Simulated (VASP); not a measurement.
InP, 2 atoms in the cell. Symmetry: Fm-3m, No. 225, cubic system. The conventional cell has a = 5.495 Å, b = 5.495 Å, c = 5.495 Å, α = 90.00°, β = 90.00°, γ = 90.00°. In (site symmetry m-3m) has 6 P at 2.75 Å within 3.6 Å. Within 3.6 Å of P (site symmetry m-3m) lie 6 In at 2.75 Å. 

```yaml
Program: VASP 6.6.1
Task: single point
Functional: PBEsol
Potentials_or_basis: VASP PAW PBE potentials, release 64 (In_d, P)
Cutoff: 520 eV
k_mesh: 10 × 10 × 10
Occupations: gaussian, width 0.05 eV
Spin: no spin polarisation
Dipole_correction: no
Further_INCAR_settings: ALGO = Normal; EDIFF = 1e-06; NBANDS = 16
```

Potentials or basis: VASP PAW PBE potentials, release 64 (In_d, P).

Run with:

```console
$ cat potpaw_PBE.64/In_d/POTCAR potpaw_PBE.64/P/POTCAR > POTCAR
$ mpirun -np 1 vasp_std > vasp.out
```

Hardware: 1 thread of Intel Xeon 8259CL, with other jobs on the host.

Problem. How long does it take, and how much memory?

Solution. Run time: 54 s on 1 thread of Intel Xeon 8259CL, on a shared host, peak memory 0.18 GiB. Counts: scf iterations 12, k points 47.
